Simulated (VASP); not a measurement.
Be2B3:

```
Be B
1.0
     1.81470   -2.32097    0.00000
     1.81470    2.32097    0.00000
     0.00000    0.00000    4.36868
Be B
2 3
Direct
  0.18952 0.18952 0.18952
  0.81048 0.81048 0.18952
  0.50000 0.50000 0.74758
  0.84210 0.15790 0.50000
  0.15790 0.84210 0.50000
```

```yaml
Program: VASP 6.6.1
Task: relaxation of cell and atoms
Functional: PBE
Potentials_or_basis: VASP PAW PBE potentials, release 64 (Be, B)
Cutoff: 600 eV
k_mesh: 6 × 6 × 4
Occupations: gaussian, width 0.1 eV
Spin: no spin polarisation
```

At the start: pressure 38.8 GPa; volume 7.36 Å³/atom.

Q: Where does the relaxation end?

A: Over 49 steps the energy falls by 1265.9 meV/atom and the volume is 8.50 Å³/atom (+15.5 %); space group Cmm2 (No. 35, to 0.05 Å).

The path:
```tsv
step	energy change (eV)	largest force (eV/Å)	pressure (GPa)	volume (Å³)
1	0.0000	15.5645	38.81	36.80
3	-4.6287	4.0796	-4.75	40.51
5	-4.9390	1.2075	-2.89	39.49
7	-5.3200	1.3747	3.03	38.63
9	-5.5147	0.7884	1.91	38.93
11	-5.6072	0.6890	-1.11	39.57
13	-5.6416	0.2677	-0.17	39.48
15	-5.6723	0.3273	0.62	39.31
17	-5.7156	0.8304	3.10	38.87
19	-5.7230	0.8642	3.06	38.83
21	-5.7398	1.0474	3.18	38.80
23	-5.7530	1.0541	3.11	38.82
25	-5.8502	0.8698	2.24	39.10
27	-6.0343	1.0199	0.95	40.12
29	-6.0810	0.5340	0.83	40.66
31	-6.0983	0.3671	0.57	40.77
33	-6.2016	0.5591	-0.16	42.41
35	-6.2056	0.9599	-0.25	42.95
37	-6.2175	0.8392	-0.37	42.85
39	-6.2330	0.9911	-0.65	43.33
41	-6.2821	0.5583	-1.24	43.26
43	-6.3221	0.2331	-1.32	42.95
45	-6.3273	0.1342	-0.42	42.63
47	-6.3289	0.0452	0.12	42.47
49	-6.3297	0.0337	-0.34	42.50
```

Final structure:
```
Be B
1.0
     2.69588   -2.28866    0.00000
     2.69588    2.28866    0.00000
     0.00000    0.00000    3.44382
Be B
2 3
Direct
  0.30654 0.30654 0.21807
  0.69346 0.69346 0.21807
  0.50000 0.50000 0.71365
  0.82479 0.17521 0.48841
  0.17521 0.82479 0.48841
```

Caveat: the k points lie up to 0.46 Å⁻¹ apart in the final cell; the volume moved by over 15 % at a fixed basis, so the end points are rough.
